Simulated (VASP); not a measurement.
A run of VASP 6.6.1 is set up as follows.

Contents of INCAR:

```
SYSTEM = ZnO
PREC = Accurate
ENCUT = 520
EDIFF = 1E-7
ISMEAR = 0
SIGMA = 0.05
LREAL = .FALSE.
LASPH = .TRUE.
NELM = 80
ALGO = Normal
ISIF = 2
LWAVE = .FALSE.
LCHARG = .TRUE.
LELF = .TRUE.
LVHAR = .TRUE.
NBANDS = 16
```

File KPOINTS:

```
Automatic mesh
0
G
  12 12 12
  0 0 0
```

The input POSCAR:

```
ZnO
1.0
    0.0000000000      2.2779141000      2.2236780500
    2.2779141000      0.0000000000      2.2236780500
    2.2779141000      2.2779141000      0.0000000000
Zn O
1 1
Direct
    0.0000000000      0.0000000000      0.0000000000
    0.5000000000      0.5000000000      0.5000000000
```

Potentials or basis: VASP PAW LDA potentials, release 64 (Zn, O).

Launch:

```bash
$ cat potpaw_LDA.64/Zn/POTCAR potpaw_LDA.64/O/POTCAR > POTCAR
$ mpirun -np 1 vasp_std > vasp.out
```

Problem. Estimate the pressure.

Solution. -26.4 GPa.

Problem. Estimate the band gap on the k mesh.

Solution. 0.13 eV (least direct gap 0.98 eV).

Stress tensor (GPa, compression positive):
```
-26.13   0.00   0.00
  0.00 -26.13   0.00
  0.00   0.00 -26.89
```

Caveat: the cell differs from its parent crystal (strain +0.050 along x and y, +0.025 along z); the cell stands under tension. A k mesh can miss the band edges.
